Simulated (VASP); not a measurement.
# ScAl3 (Pm-3m) in VASP: a series of runs

ScAl3 is run at these levels: PBEsol, RPBE, r2SCAN+D4; tasks: single point, relaxation of cell and atoms.

All numbers are computed with VASP 6.6.1; they aren't measurements. Logs are shortened: lines on timing, memory, paths and dates and some standing lists are left out, and cuts for length are marked.

### 1 The cell of the first run

Symmetry: Pm-3m, No. 221, cubic system. Conventional cell: a = 4.070 Å, b = 4.070 Å, c = 4.070 Å, α = 90.00°, β = 90.00°, γ = 90.00°. Within 3.8 Å of Sc (site symmetry m-3m) lie 12 Al at 2.88 Å. Within 3.8 Å of Al (site symmetry 4/mmm) lie 4 Sc at 2.88 Å and 8 Al at 2.88 Å.

### 2 Single point, PBEsol

INCAR reads:

```
SYSTEM = ScAl3
PREC = Accurate ; ENCUT = 520
EDIFF = 1E-6 ; ISMEAR = 1
SIGMA = 0.05 ; LREAL = .False.
LASPH = .True. ; NELM = 100
ALGO = Normal ; ISIF = 2
LWAVE = .False. ; LCHARG = .True.
GGA = PS ; LELF = .True.
LVHAR = .True. ; NBANDS = 18
```

KPOINTS reads:

```
Automatic mesh
0
Gamma
  6 6 6
  0 0 0
```

POSCAR reads:

```
ScAl3
1.0
    4.0699888222      0.0000000000      0.0000000000
    0.0000000000      4.0699888222      0.0000000000
    0.0000000000      0.0000000000      4.0699888222
Sc Al
1 3
Direct
    0.0000000000      0.0000000000      0.0000000000
    0.5000000000      0.0000000000      0.5000000000
    0.0000000000      0.5000000000      0.5000000000
    0.5000000000      0.5000000000      0.0000000000
```

Potentials or basis: VASP PAW PBE potentials, release 64 (Sc_sv, Al).

Run with:

```
> cat potpaw_PBE.64/Sc_sv/POTCAR potpaw_PBE.64/Al/POTCAR > POTCAR
> mpirun -np 1 vasp_std > vasp.out
```

OUTCAR:

```text
SYSTEM = ScAl3
   PREC = Accurate
   ENCUT = 520
   EDIFF = 1E-6
   ISMEAR = 1
   LREAL = .False.
   LASPH = .True.
   NELM = 100
   ISIF = 2
   GGA = PS

 ion  position               nearest neighbor table
   1  0.000  0.000  0.000-   2 2.88   3 2.88   4 2.88   2 2.88   3 2.88   3 2.88   4 2.88   3 2.88
                             2 2.88   4 2.88   2 2.88   4 2.88
   2  0.500  0.000  0.500-   1 2.88   3 2.88   4 2.88   1 2.88   4 2.88   3 2.88   4 2.88   4 2.88
                             1 2.88   3 2.88   1 2.88   3 2.88
   3  0.000  0.500  0.500-   1 2.88   2 2.88   4 2.88   1 2.88   4 2.88   1 2.88   2 2.88   1 2.88
                             2 2.88   4 2.88   4 2.88   2 2.88
   4  0.500  0.500  0.000-   1 2.88   2 2.88   3 2.88   2 2.88   3 2.88   1 2.88   2 2.88   2 2.88
                             1 2.88   3 2.88   3 2.88   1 2.88

  LATTYP: Found a simple cubic cell.
 ALAT       =     4.0699888222

  Lattice vectors:

 A1 = (   4.0699888222,   0.0000000000,   0.0000000000)
 A2 = (   0.0000000000,   4.0699888222,   0.0000000000)
 A3 = (   0.0000000000,   0.0000000000,   4.0699888222)

Analysis of symmetry for initial positions (statically):
=====================================================================
 Subroutine PRICEL returns:
 Original cell was already a primitive cell.

 Routine SETGRP: Setting up the symmetry group for a
 simple cubic supercell.

 Subroutine GETGRP returns: Found 48 space group operations
 (whereof 48 operations were pure point group operations)
 out of a pool of 48 trial point group operations.

The static configuration has the point symmetry O_h .

Analysis of symmetry for dynamics (positions and initial velocities):
=====================================================================
 Subroutine PRICEL returns:
 Original cell was already a primitive cell.

 Routine SETGRP: Setting up the symmetry group for a
 simple cubic supercell.

 Subroutine GETGRP returns: Found 48 space group operations
 (whereof 48 operations were pure point group operations)
 out of a pool of 48 trial point group operations.

The dynamic configuration has the point symmetry O_h .

 Subroutine INISYM returns: Found 48 space group operations
 (whereof 48 operations are pure point group operations),
 and found     1 'primitive' translations

----------------------------------------------------------------------------------------

                                     Primitive cell

  volume of cell :      67.4186

  direct lattice vectors                    reciprocal lattice vectors
     4.069988822  0.000000000  0.000000000     0.245700920  0.000000000  0.000000000
     0.000000000  4.069988822  0.000000000     0.000000000  0.245700920  0.000000000
     0.000000000  0.000000000  4.069988822     0.000000000  0.000000000  0.245700920

  length of vectors
     4.069988822  4.069988822  4.069988822     0.245700920  0.245700920  0.245700920

  position of ions in fractional coordinates (direct lattice)
     0.000000000  0.000000000  0.000000000
     0.500000000  0.000000000  0.500000000
     0.000000000  0.500000000  0.500000000
     0.500000000  0.500000000  0.000000000

  ion indices of the primitive-cell ions
   primitive index   ion index
                 1           1
                 2           2
                 3           3
                 4           4

----------------------------------------------------------------------------------------

 KPOINTS: Automatic mesh

Automatic generation of k-mesh.
 Grid dimensions read from file:
 generate k-points for:    6    6    6

 Generating k-lattice:

  Cartesian coordinates                     Fractional coordinates (reciprocal lattice)
     0.040950153  0.000000000  0.000000000     0.166666667  0.000000000  0.000000000
     0.000000000  0.040950153  0.000000000     0.000000000  0.166666667  0.000000000
     0.000000000  0.000000000  0.040950153     0.000000000  0.000000000  0.166666667

  Length of vectors
     0.040950153  0.040950153  0.040950153

  Shift w.r.t. Gamma in fractional coordinates (k-lattice)
     0.000000000  0.000000000  0.000000000

 Subroutine IBZKPT returns following result:
 ===========================================

 Found     20 irreducible k-points:

 Following reciprocal coordinates:
            Coordinates               Weight
  0.000000  0.000000  0.000000      1.000000
  0.166667  0.000000  0.000000      6.000000
  0.333333  0.000000  0.000000      6.000000
  0.500000  0.000000  0.000000      3.000000
  0.166667  0.166667  0.000000     12.000000
  0.333333  0.166667  0.000000     24.000000
[... 12 lines left out ...]
  0.500000  0.500000  0.333333      6.000000
  0.500000  0.500000  0.500000      1.000000
   k-points           NKPTS =     20   k-points in BZ     NKDIM =     20   number of bands    NBANDS=     18
   number of dos      NEDOS =    301   number of ions     NIONS =      4
   total plane-waves  NPLWV =  27000
   dimension x,y,z NGX =    30 NGY =   30 NGZ =   30
   dimension x,y,z NGXF=    60 NGYF=   60 NGZF=   60
   ions per type =               1   3
   NGX,Y,Z   is equivalent  to a cutoff of  12.25, 12.25, 12.25 a.u.
   NGXF,Y,Z  is equivalent  to a cutoff of  24.51, 24.51, 24.51 a.u.
 SYSTEM =  ScAl3
   PREC   = accura    normal or accurate (medium, high low for compatibility)
   ISTART =      0    job   : 0-new  1-cont  2-samecut
   ICHARG =      2    charge: 1-file 2-atom 10-const
   ISPIN  =      1    spin polarized calculation?
   LNONCOLLINEAR =      F non collinear calculations
   LSORBIT =      F    spin-orbit coupling
   LASPH  =      T    aspherical Exc in radial PAW
   ENCUT  =  520.0 eV  38.22 Ry    6.18 a.u.   7.57  7.57  7.57*2*pi/ulx,y,z
   NELM   =    100;   NELMIN=  2; NELMDL= -5     # of ELM steps
   EDIFF  = 0.1E-05   stopping-criterion for ELM
   LREAL  =      F    real-space projection
   EDIFFG = 0.1E-04   stopping-criterion for IOM
   NSW    =      0    number of steps for IOM
   IBRION =     -1    ionic relax: 0-MD 1-quasi-New 2-CG
   NFREE  =      0    steps in history (QN), initial steepest desc. (CG)
   ISIF   =      2    stress and relaxation
   ISYM   =      2    0-nonsym 1-usesym 2-fastsym
   POTIM  = 0.5000    time-step for ionic-motion
   TEBEG  =    0.0;   TEEND  =   0.0 temperature during run
   PSTRESS=    0.0 pullay stress
   NELECT =      20.0000    total number of electrons
   NUPDOWN=      -1.0000    fix difference up-down
   EMIN   =  10.00;   EMAX   =-10.00  energy-range for DOS
   EFERMI =   0.00;   METHOD = LEGACY
   ISMEAR =     1;   SIGMA  =   0.05  broadening in eV -4-tet -1-fermi 0-gaus
   EFERMI_NEDOS =   21; number of points for ismear=-14 and -15
   IALGO  =     38    algorithm
   IMIX   =      4    mixing-type and parameters
     AMIX     =   0.40;   BMIX     =  1.00
     AMIX_MAG =   1.60;   BMIX_MAG =  1.00
  volume/ion in A,a.u.               =      16.85       113.74
  Fermi-wavevector in a.u.,A,eV,Ry     =   1.091838  2.063275 16.219650  1.192111
  Thomas-Fermi vector in A             =   2.228092
   LORBIT       =      0    0 simple, 1 ext, 2 COOP (PROOUT), +10 PAW based schemes
   GGA     = PS    functional components
   LHFCALC =     F    Hartree Fock is set to
   AEXX    =    0.0000 exact exchange contribution
   IVDW    =     0    specifies the selected vdW correction
   LEPSILON=     F    determine dielectric tensor
   LRPA    =     F    only Hartree local field effects (RPA)
 non-spin polarized calculation
 Methfessel and Paxton  Order N= 1 SIGMA  =   0.05
  energy-cutoff  :      520.00
  volume of cell :       67.42
 maximum number of plane-waves:      1856
   NGX = 15   NGY = 15   NGZ = 15

 number of electron      19.9999997 magnetization

 Free energy of the ion-electron system (eV)
  ---------------------------------------------------
  ext. energy  EPLUGINS =         0.00000000
  ---------------------------------------------------
  free energy    TOTEN  =       -20.74903388 eV

  energy without entropy =      -20.74718878  energy(sigma->0) =      -20.74841885

 E-fermi :   7.4309     XC(G=0): -10.5500

 val. band max:        7.4138875104   @ k =   0.5000   0.3333   0.1667
 cond. band min:       7.4333334962   @ k =   0.1667   0.1667   0.0000
 fundamental gap:      0.0194459858
 Fermi energy:         7.4309181182

 k-point     1 :       0.0000    0.0000    0.0000
  band No.  band energies     occupation
      1     -41.3809      2.00000
      2     -20.1854      2.00000
      3     -20.1854      2.00000
      4     -20.1854      2.00000
      5      -2.7677      2.00000
      6       4.6735      2.00000
[... 10 lines left out ...]
     17      12.6875      0.00000
     18      12.6875      0.00000

 k-point     2 :       0.1667    0.0000    0.0000
  band No.  band energies     occupation
      1     -41.3805      2.00000
      2     -20.1943      2.00000
      3     -20.1847      2.00000
      4     -20.1847      2.00000
      5      -2.5094      2.00000
      6       3.1427      2.00000
[... 10 lines left out ...]
     17      12.7405      0.00000
     18      12.7405      0.00000

 k-point     3 :       0.3333    0.0000    0.0000
  band No.  band energies     occupation
      1     -41.3798      2.00000
      2     -20.2120      2.00000
      3     -20.1833      2.00000
      4     -20.1833      2.00000
      5      -1.7607      2.00000
      6       1.2462      2.00000
[... 10 lines left out ...]
     17      11.8921      0.00000
     18      13.0114      0.00000

 k-point     4 :       0.5000    0.0000    0.0000
  band No.  band energies     occupation
      1     -41.3794      2.00000
      2     -20.2208      2.00000
      3     -20.1826      2.00000
      4     -20.1826      2.00000
      5      -0.8692      2.00000
      6      -0.0490      2.00000
[... 291 lines left out ...]
      4     -20.2040      2.00000
      5       0.7543      2.00000
      6       1.7268      2.00000
[... 10 lines left out ...]
     17      11.8115      0.00000
     18      14.6712      0.00000

 k-point    19 :       0.5000    0.5000    0.3333
  band No.  band energies     occupation
      1     -41.3771      2.00000
      2     -20.2123      2.00000
      3     -20.2123      2.00000
      4     -20.2033      2.00000
      5       1.4768      2.00000
      6       2.2105      2.00000
[... 10 lines left out ...]
     17      11.4531      0.00000
     18      16.1295      0.00000

 k-point    20 :       0.5000    0.5000    0.5000
  band No.  band energies     occupation
      1     -41.3768      2.00000
      2     -20.2111      2.00000
      3     -20.2111      2.00000
      4     -20.2111      2.00000
      5       2.5101      2.00000
      6       2.5101      2.00000
[... 10 lines left out ...]
     17      11.4358      0.00000
     18      18.3805      0.00000

------------------------ aborting loop because EDIFF is reached ----------------------------------------

  FORCE on cell =-STRESS in cart. coord.  units (eV):
  Direction    XX          YY          ZZ          XY          YZ          ZX
  --------------------------------------------------------------------------------------
  -------------------------------------------------------------------------------------
  Total        0.0431230      0.0431230      0.0431230     -0.0000000     -0.0000000     -0.0000000
  in kB        1.0248027      1.0248027      1.0248027     -0.0000000     -0.0000000     -0.0000000
  external PRESSURE =       1.0248027 kB  Pullay stress =       0.0000000 kB

 VOLUME and BASIS-vectors are now :
 -----------------------------------------------------------------------------
  energy-cutoff  :      520.00
  volume of cell :       67.42
      direct lattice vectors                 reciprocal lattice vectors
     4.069988822  0.000000000  0.000000000     0.245700920  0.000000000  0.000000000
     0.000000000  4.069988822  0.000000000     0.000000000  0.245700920  0.000000000
     0.000000000  0.000000000  4.069988822     0.000000000  0.000000000  0.245700920

 POSITION                                       TOTAL-FORCE (eV/Angst)
 -----------------------------------------------------------------------------------
      0.00000      0.00000      0.00000         0.000000      0.000000      0.000000
      2.03499      0.00000      2.03499         0.000000      0.000000      0.000000
      0.00000      2.03499      2.03499         0.000000      0.000000      0.000000
      2.03499      2.03499      0.00000         0.000000      0.000000      0.000000
 -----------------------------------------------------------------------------------
    total drift:                                0.000000     -0.000000      0.000000

  FREE ENERGIE OF THE ION-ELECTRON SYSTEM (eV)
  ---------------------------------------------------
  free  energy   TOTEN  =       -20.7490338823 eV

  energy  without entropy=      -20.7471887831  energy(sigma->0) =      -20.74841885
```

Wall time 19 s (1 thread of Intel Xeon Platinum 8559C (Emerald Rapids), shared host); peak memory 0.17 GiB.

What came out:

| Item | Value |
| --- | --- |
| Free energy | -20.7490 eV |
| Pressure | 0.1 GPa |
| Band gap on the k mesh | zero (bands 10 and 11 overlap by 3.92 eV) |

Caveat: the PAW data sets were made with another functional, which shifts forces and pressure a little.

(Continued in part 2 of 2.)

The gap in the log of VASP goes by the Fermi energy; the results here count the filled bands.